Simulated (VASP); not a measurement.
Set up this calculation in VASP 6.6.1, as the native input.

```
Task                   : single point
Functional             : PBE
Potentials or basis    : VASP PAW PBE potentials, release 64 (Co, O)
Cutoff                 : 520 eV
k mesh                 : 16 × 16 × 16
Occupations            : gaussian, width 0.1 eV
Spin                   : collinear spin, ferromagnetic start
Starting moments       : [2.74, 0.35] μB
Dipole correction      : no
Further INCAR settings : ALGO = Normal; EDIFF = 1e-07; NBANDS = 18
```

The structure of CoO lies in POSCAR:

```
CoO
1.0
    0.0000000000      2.1658172666      2.1658172666
    2.1658172666      0.0000000000      2.1658172666
    2.1658172666      2.1658172666      0.0000000000
Co O
1 1
Direct
    0.0000000000      0.0000000000      0.0000000000
    0.5000000000      0.5000000000      0.5000000000
```

The input as run:

INCAR

```
PREC = Accurate
ENCUT = 520
EDIFF = 1E-7
ISMEAR = 0
SIGMA = 0.1
LREAL = False
LASPH = True
NELM = 150
ALGO = Normal
ISIF = 2
LWAVE = False
LCHARG = False
ISPIN = 2
MAGMOM = 2.74 0.35
LORBIT = 11
LMAXMIX = 4
GGA = PE
NBANDS = 18
```

KPOINTS

```
Automatic mesh
0
Gamma
  16 16 16
```

Potentials or basis: VASP PAW PBE potentials, release 64 (Co, O).

Run with:

```console
$ cat potpaw_PBE.64/Co/POTCAR potpaw_PBE.64/O/POTCAR > POTCAR
$ mpirun -np 1 vasp_std > vasp.out
```

Results of the run:

```
Pressure                                              : -9.5 GPa
Band gap on the k mesh                                : zero (filled and empty bands overlap)
Net moment                                            : 2.99 μB per cell
Site moments                                          : Co +2.62; O +0.32 μB
Valence electrons inside the program's atomic spheres : Co 7.71; O 4.96
```

Caveat: the cell stands under tension; a cell with one magnetic atom can't hold antiferromagnetic order, which such compounds often take; semilocal functionals often make such compounds metallic where correlation or magnetic order opens a gap, which also shifts bond lengths.

Wall time 50 s on 1 thread of Intel(R) Xeon(R) Platinum 8559C (Emerald Rapids), with other jobs on the host, peak memory 0.2 GiB.
